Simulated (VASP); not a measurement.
# Al3GaN4 (P-43m) in VASP: a series of runs

Al3GaN4 is run at these levels: PBEsol; tasks: single point.

Program: VASP 6.6.1. These are calculated values, not measurements. Logs are shortened: lines on timing, memory, paths and dates and some standing lists are left out, and cuts for length are marked.

### Step 1. The cell of the first run

The structure is cubic, space group P-43m (No. 215). The conventional cell has a = 4.340 Å, b = 4.340 Å, c = 4.340 Å, α = 90.00°, β = 90.00°, γ = 90.00°. Within 2.5 Å of Al (site symmetry -42m) lie 4 N at 1.87 Å. Ga (site symmetry -43m) has 4 N at 1.92 Å within 2.5 Å. Within 2.5 Å of N (site symmetry 3m) lie 3 Al at 1.87 Å and 1 Ga at 1.92 Å.

### Step 2. Single point, PBEsol

Input file INCAR:

```
SYSTEM = Al3GaN4
  PREC = Accurate
  ENCUT = 520
  EDIFF = 1E-6
  ISMEAR = 0
  SIGMA = 0.02
  LREAL = .FALSE.
  LASPH = .TRUE.
  NELM = 60
  ALGO = Normal
  ISIF = 2
  LWAVE = .FALSE.
  LCHARG = .FALSE.
  GGA = PS
  NBANDS = 31
```

Input file KPOINTS:

```
regular mesh
0
G
  6 6 6
  0 0 0
```

Input file POSCAR:

```
Al3GaN4
1.0
    4.3395427702      0.0000000000      0.0000000000
    0.0000000000      4.3395427702      0.0000000000
    0.0000000000      0.0000000000      4.3395427702
Al Ga N
3 1 4
Direct
    0.5000000000      0.5000000000      0.0000000000
    0.5000000000      0.0000000000      0.5000000000
    0.0000000000      0.5000000000      0.5000000000
    0.0000000000      0.0000000000      0.0000000000
    0.7446632026      0.7446632026      0.2553367974
    0.7446632026      0.2553367974      0.7446632026
    0.2553367974      0.7446632026      0.7446632026
    0.2553367974      0.2553367974      0.2553367974
```

Potentials or basis: VASP PAW PBE potentials, release 64 (Al, Ga_d, N).

Launch:

```bash
cat potpaw_PBE.64/Al/POTCAR potpaw_PBE.64/Ga_d/POTCAR potpaw_PBE.64/N/POTCAR > POTCAR
mpirun -np 1 vasp_std > vasp.out
```

OUTCAR:

```text
SYSTEM = Al3GaN4
   PREC = Accurate
   ENCUT = 520
   EDIFF = 1E-6
   ISMEAR = 0
   LREAL = .FALSE.
   LASPH = .TRUE.
   NELM = 60
   ISIF = 2
   GGA = PS

 ion  position               nearest neighbor table
   1  0.500  0.500  0.000-   5 1.87   6 1.87   7 1.87   8 1.87   3 3.07   4 3.07   2 3.07   2 3.07
                             3 3.07   2 3.07   4 3.07   2 3.07   3 3.07   4 3.07   3 3.07   4 3.07
   2  0.500  0.000  0.500-   5 1.87   6 1.87   7 1.87   8 1.87   3 3.07   4 3.07   1 3.07   1 3.07
                             4 3.07   1 3.07   3 3.07   1 3.07   3 3.07   4 3.07   4 3.07   3 3.07
   3  0.000  0.500  0.500-   5 1.87   6 1.87   7 1.87   8 1.87   2 3.07   4 3.07   1 3.07   1 3.07
                             4 3.07   2 3.07   4 3.07   4 3.07   1 3.07   2 3.07   1 3.07   2 3.07
   4  0.000  0.000  0.000-   5 1.92   6 1.92   7 1.92   8 1.92   2 3.07   3 3.07   1 3.07   2 3.07
                             3 3.07   1 3.07   3 3.07   3 3.07   1 3.07   2 3.07   2 3.07   1 3.07
   5  0.745  0.745  0.255-   1 1.87   2 1.87   3 1.87   4 1.92
   6  0.745  0.255  0.745-   1 1.87   2 1.87   3 1.87   4 1.92
   7  0.255  0.745  0.745-   1 1.87   2 1.87   3 1.87   4 1.92
   8  0.255  0.255  0.255-   1 1.87   2 1.87   3 1.87   4 1.92

  LATTYP: Found a simple cubic cell.
 ALAT       =     4.3395427702

  Lattice vectors:

 A1 = (   4.3395427702,   0.0000000000,   0.0000000000)
 A2 = (   0.0000000000,   4.3395427702,   0.0000000000)
 A3 = (   0.0000000000,   0.0000000000,   4.3395427702)

Analysis of symmetry for initial positions (statically):
=====================================================================
 Subroutine PRICEL returns:
 Original cell was already a primitive cell.

 Routine SETGRP: Setting up the symmetry group for a
 simple cubic supercell.

 Subroutine GETGRP returns: Found 24 space group operations
 (whereof 24 operations were pure point group operations)
 out of a pool of 48 trial point group operations.

The static configuration has the point symmetry T_d .

Analysis of symmetry for dynamics (positions and initial velocities):
=====================================================================
 Subroutine PRICEL returns:
 Original cell was already a primitive cell.

 Routine SETGRP: Setting up the symmetry group for a
 simple cubic supercell.

 Subroutine GETGRP returns: Found 24 space group operations
 (whereof 24 operations were pure point group operations)
 out of a pool of 48 trial point group operations.

The dynamic configuration has the point symmetry T_d .

 Subroutine INISYM returns: Found 24 space group operations
 (whereof 24 operations are pure point group operations),
 and found     1 'primitive' translations

----------------------------------------------------------------------------------------

                                     Primitive cell

  volume of cell :      81.7207

  direct lattice vectors                    reciprocal lattice vectors
     4.339542770  0.000000000  0.000000000     0.230439024  0.000000000  0.000000000
     0.000000000  4.339542770  0.000000000     0.000000000  0.230439024  0.000000000
     0.000000000  0.000000000  4.339542770     0.000000000  0.000000000  0.230439024

  length of vectors
     4.339542770  4.339542770  4.339542770     0.230439024  0.230439024  0.230439024

  position of ions in fractional coordinates (direct lattice)
     0.500000000  0.500000000  0.000000000
     0.500000000  0.000000000  0.500000000
     0.000000000  0.500000000  0.500000000
     0.000000000  0.000000000  0.000000000
     0.744663203  0.744663203  0.255336797
     0.744663203  0.255336797  0.744663203
     0.255336797  0.744663203  0.744663203
     0.255336797  0.255336797  0.255336797

  ion indices of the primitive-cell ions
   primitive index   ion index
                 1           1
                 2           2
                 3           3
                 4           4
                 5           5
                 6           6
                 7           7
                 8           8

----------------------------------------------------------------------------------------

 KPOINTS: regular mesh

Automatic generation of k-mesh.
 Grid dimensions read from file:
 generate k-points for:    6    6    6

 Generating k-lattice:

  Cartesian coordinates                     Fractional coordinates (reciprocal lattice)
     0.038406504  0.000000000  0.000000000     0.166666667  0.000000000  0.000000000
     0.000000000  0.038406504  0.000000000     0.000000000  0.166666667  0.000000000
     0.000000000  0.000000000  0.038406504     0.000000000  0.000000000  0.166666667

  Length of vectors
     0.038406504  0.038406504  0.038406504

  Shift w.r.t. Gamma in fractional coordinates (k-lattice)
     0.000000000  0.000000000  0.000000000

 Subroutine IBZKPT returns following result:
 ===========================================

 Found     20 irreducible k-points:

 Following reciprocal coordinates:
            Coordinates               Weight
  0.000000  0.000000  0.000000      1.000000
  0.166667  0.000000  0.000000      6.000000
  0.333333  0.000000  0.000000      6.000000
  0.500000  0.000000  0.000000      3.000000
  0.166667  0.166667  0.000000     12.000000
  0.333333  0.166667  0.000000     24.000000
[... 12 lines left out ...]
  0.500000  0.500000  0.333333      6.000000
  0.500000  0.500000  0.500000      1.000000
   k-points           NKPTS =     20   k-points in BZ     NKDIM =     20   number of bands    NBANDS=     31
   number of dos      NEDOS =    301   number of ions     NIONS =      8
   total plane-waves  NPLWV =  32768
   dimension x,y,z NGX =    32 NGY =   32 NGZ =   32
   dimension x,y,z NGXF=    64 NGYF=   64 NGZF=   64
   ions per type =               3   1   4
   NGX,Y,Z   is equivalent  to a cutoff of  12.26, 12.26, 12.26 a.u.
   NGXF,Y,Z  is equivalent  to a cutoff of  24.52, 24.52, 24.52 a.u.
 SYSTEM =  Al3GaN4
   PREC   = accura    normal or accurate (medium, high low for compatibility)
   ISTART =      0    job   : 0-new  1-cont  2-samecut
   ICHARG =      2    charge: 1-file 2-atom 10-const
   ISPIN  =      1    spin polarized calculation?
   LNONCOLLINEAR =      F non collinear calculations
   LSORBIT =      F    spin-orbit coupling
   LASPH  =      T    aspherical Exc in radial PAW
   ENCUT  =  520.0 eV  38.22 Ry    6.18 a.u.   8.07  8.07  8.07*2*pi/ulx,y,z
   NELM   =     60;   NELMIN=  2; NELMDL= -5     # of ELM steps
   EDIFF  = 0.1E-05   stopping-criterion for ELM
   LREAL  =      F    real-space projection
   EDIFFG = 0.1E-04   stopping-criterion for IOM
   NSW    =      0    number of steps for IOM
   IBRION =     -1    ionic relax: 0-MD 1-quasi-New 2-CG
   NFREE  =      0    steps in history (QN), initial steepest desc. (CG)
   ISIF   =      2    stress and relaxation
   ISYM   =      2    0-nonsym 1-usesym 2-fastsym
   POTIM  = 0.5000    time-step for ionic-motion
   TEBEG  =    0.0;   TEEND  =   0.0 temperature during run
   PSTRESS=    0.0 pullay stress
   NELECT =      42.0000    total number of electrons
   NUPDOWN=      -1.0000    fix difference up-down
   EMIN   =  10.00;   EMAX   =-10.00  energy-range for DOS
   EFERMI =   0.00;   METHOD = LEGACY
   ISMEAR =     0;   SIGMA  =   0.02  broadening in eV -4-tet -1-fermi 0-gaus
   EFERMI_NEDOS =   21; number of points for ismear=-14 and -15
   IALGO  =     38    algorithm
   IMIX   =      4    mixing-type and parameters
     AMIX     =   0.40;   BMIX     =  1.00
     AMIX_MAG =   1.60;   BMIX_MAG =  1.00
  volume/ion in A,a.u.               =      10.22        68.93
  Fermi-wavevector in a.u.,A,eV,Ry     =   1.311336  2.478066 23.396604  1.719602
  Thomas-Fermi vector in A             =   2.441804
   LORBIT       =      0    0 simple, 1 ext, 2 COOP (PROOUT), +10 PAW based schemes
   GGA     = PS    functional components
   LHFCALC =     F    Hartree Fock is set to
   AEXX    =    0.0000 exact exchange contribution
   IVDW    =     0    specifies the selected vdW correction
   LEPSILON=     F    determine dielectric tensor
   LRPA    =     F    only Hartree local field effects (RPA)
 non-spin polarized calculation
 Gauss-broadening in eV      SIGMA  =   0.02
  energy-cutoff  :      520.00
  volume of cell :       81.72
 maximum number of plane-waves:      2272
   NGX = 17   NGY = 17   NGZ = 17

 number of electron      42.0000022 magnetization

 Free energy of the ion-electron system (eV)
  ---------------------------------------------------
  ext. energy  EPLUGINS =         0.00000000
  ---------------------------------------------------
  free energy    TOTEN  =       -59.83269337 eV

  energy without entropy =      -59.83269337  energy(sigma->0) =      -59.83269337

 E-fermi :   6.2308     XC(G=0): -11.5445

 val. band max:        6.0776196035   @ k =   0.1667   0.1667   0.0000
 cond. band min:       9.4232525271   @ k =   0.0000   0.0000   0.0000
 fundamental gap:      3.3456329236
 Fermi energy:         6.2307658457

 k-point     1 :       0.0000    0.0000    0.0000
  band No.  band energies     occupation
      1      -9.3860      2.00000
      2      -7.4111      2.00000
      3      -7.4111      2.00000
      4      -7.4111      2.00000
      5      -6.5027      2.00000
      6      -6.5027      2.00000
[... 23 lines left out ...]
     30      18.3278      0.00000
     31      18.3278      0.00000

 k-point     2 :       0.1667    0.0000    0.0000
  band No.  band energies     occupation
      1      -9.2498      2.00000
      2      -7.4879      2.00000
      3      -7.4187      2.00000
      4      -7.4187      2.00000
      5      -6.5009      2.00000
      6      -6.4969      2.00000
[... 23 lines left out ...]
     30      18.5296      0.00000
     31      18.5297      0.00000

 k-point     3 :       0.3333    0.0000    0.0000
  band No.  band energies     occupation
      1      -8.8654      2.00000
      2      -7.7771      2.00000
      3      -7.4334      2.00000
      4      -7.4334      2.00000
      5      -6.4972      2.00000
      6      -6.4811      2.00000
[... 567 lines left out ...]
     30      17.2373      0.00000
     31      17.2753      0.00000

 k-point    20 :       0.5000    0.5000    0.5000
  band No.  band energies     occupation
      1      -7.8161      2.00000
      2      -7.8161      2.00000
      3      -7.8161      2.00000
      4      -7.3009      2.00000
      5      -6.4550      2.00000
      6      -6.4550      2.00000
[... 23 lines left out ...]
     30      16.9933      0.00000
     31      17.0053      0.00000

------------------------ aborting loop because EDIFF is reached ----------------------------------------

  FORCE on cell =-STRESS in cart. coord.  units (eV):
  Direction    XX          YY          ZZ          XY          YZ          ZX
  --------------------------------------------------------------------------------------
  -------------------------------------------------------------------------------------
  Total        5.1116502      5.1116502      5.1116502     -0.0000000      0.0000000     -0.0000000
  in kB      100.2166288    100.2166288    100.2166288     -0.0000000      0.0000000     -0.0000000
  external PRESSURE =     100.2166288 kB  Pullay stress =       0.0000000 kB

 VOLUME and BASIS-vectors are now :
 -----------------------------------------------------------------------------
  energy-cutoff  :      520.00
  volume of cell :       81.72
      direct lattice vectors                 reciprocal lattice vectors
     4.339542770  0.000000000  0.000000000     0.230439024  0.000000000  0.000000000
     0.000000000  4.339542770  0.000000000     0.000000000  0.230439024  0.000000000
     0.000000000  0.000000000  4.339542770     0.000000000  0.000000000  0.230439024

 POSITION                                       TOTAL-FORCE (eV/Angst)
 -----------------------------------------------------------------------------------
      2.16977      2.16977      0.00000        -0.000000      0.000000     -0.000000
      2.16977      0.00000      2.16977        -0.000000      0.000000     -0.000000
      0.00000      2.16977      2.16977        -0.000000      0.000000     -0.000000
      0.00000      0.00000      0.00000        -0.000000      0.000000     -0.000000
      3.23150      3.23150      1.10804         0.006761      0.006761     -0.006761
      3.23150      1.10804      3.23150         0.006761     -0.006761      0.006761
      1.10804      3.23150      3.23150        -0.006761      0.006761      0.006761
      1.10804      1.10804      1.10804        -0.006761     -0.006761     -0.006761
 -----------------------------------------------------------------------------------
    total drift:                               -0.000000     -0.000000      0.000000

  FREE ENERGIE OF THE ION-ELECTRON SYSTEM (eV)
  ---------------------------------------------------
  free  energy   TOTEN  =       -59.8326933746 eV

  energy  without entropy=      -59.8326933746  energy(sigma->0) =      -59.83269337
```

Run time: 52 s. Hardware: 1 thread of Intel Xeon 8259CL, shared host; peak memory 0.2 GiB.

What came out:

```yaml
Free_energy: -59.8327 eV
Pressure: 10.0 GPa
Largest_force: 0.012 eV/Å
Band_gap_on_the_k_mesh: 3.35 eV
```

Forces on the atoms (eV/Å):
```
Al   0.000  0.000  0.000
Al   0.000  0.000  0.000
Al   0.000  0.000  0.000
Ga   0.000  0.000  0.000
N    0.007  0.007 -0.007
N    0.007 -0.007  0.007
N   -0.007  0.007  0.007
N   -0.007 -0.007 -0.007
```

Caveat: the cell stands under pressure; the PAW data sets were made with another functional, which shifts forces and pressure a little.

### Step 3. Single point, PBEsol

This run uses another cell than the first one, of 10.44 Å³/atom.

Input file INCAR:

```
SYSTEM = Al3GaN4
PREC = Accurate
ENCUT = 520
EDIFF = 1E-7
ISMEAR = 0
SIGMA = 0.02
LREAL = .False.
LASPH = .True.
NELM = 100
ALGO = Normal
ISIF = 2
LWAVE = .False.
LCHARG = .False.
GGA = PS
NBANDS = 31
```

Input file KPOINTS:

```
Automatic mesh
0
Gamma
  6 6 6
  0 0 0
```

Input file POSCAR:

```
Al3GaN4
1.0
    4.3714959520      0.0000000000      0.0000000000
    0.0000000000      4.3714959520      0.0000000000
    0.0000000000      0.0000000000      4.3714959520
Al Ga N
3 1 4
Direct
    0.5000000000      0.5000000000      0.0000000000
    0.5000000000      0.0000000000      0.5000000000
    0.0000000000      0.5000000000      0.5000000000
    0.0000000000      0.0000000000      0.0000000000
    0.7446859999      0.7446859999      0.2553140001
    0.7446859999      0.2553140001      0.7446859999
    0.2553140001      0.7446859999      0.7446859999
    0.2553140001      0.2553140001      0.2553140001
```

Potentials or basis: VASP PAW PBE potentials, release 64 (Al, Ga_d, N).

Launch:

```bash
cat potpaw_PBE.64/Al/POTCAR potpaw_PBE.64/Ga_d/POTCAR potpaw_PBE.64/N/POTCAR > POTCAR
mpirun -np 1 vasp_std > vasp.out
```

Wall time 95 s (1 thread of Intel Xeon 8259CL, shared host); peak memory 0.22 GiB.

It converged, with:

```
Free energy            : -59.9187 eV
Pressure               : 5.0 GPa
Largest force          : 0.010 eV/Å
Band gap on the k mesh : 3.33 eV
```

Forces on the atoms (eV/Å):
```
Al   0.000  0.000  0.000
Al   0.000  0.000  0.000
Al   0.000  0.000  0.000
Ga   0.000  0.000  0.000
N    0.006  0.006 -0.006
N    0.006 -0.006  0.006
N   -0.006  0.006  0.006
N   -0.006 -0.006 -0.006
```

Levels at points of the mesh, in eV from the valence-band top:
| k point | band 17 | band 18 | band 19 | band 20 | band 21 | band 22 | band 23 | band 24 | band 25 | band 26 |
| --- | --- | --- | --- | --- | --- | --- | --- | --- | --- | --- |
| (0.00, 0.00, 0.00) | -2.02 | -2.02 | 0.00 | 0.00 | 0.00 | 3.33 | 3.33 | 3.33 | 3.63 | 7.07 |
| (0.50, 0.00, 0.00) | -2.65 | -1.24 | -1.24 | -0.95 | -0.95 | 5.64 | 5.70 | 6.11 | 6.11 | 8.68 |
| (0.50, 0.50, 0.00) | -2.61 | -0.85 | -0.55 | -0.54 | -0.54 | 7.49 | 7.56 | 7.56 | 7.82 | 8.07 |
| (0.50, 0.50, 0.50) | -0.60 | -0.60 | -0.38 | -0.38 | -0.38 | 5.67 | 7.12 | 7.12 | 7.12 | 9.51 |

Caveat: the cell stands under pressure; the PAW data sets were made with another functional, which shifts forces and pressure a little. A k mesh can miss the band edges.
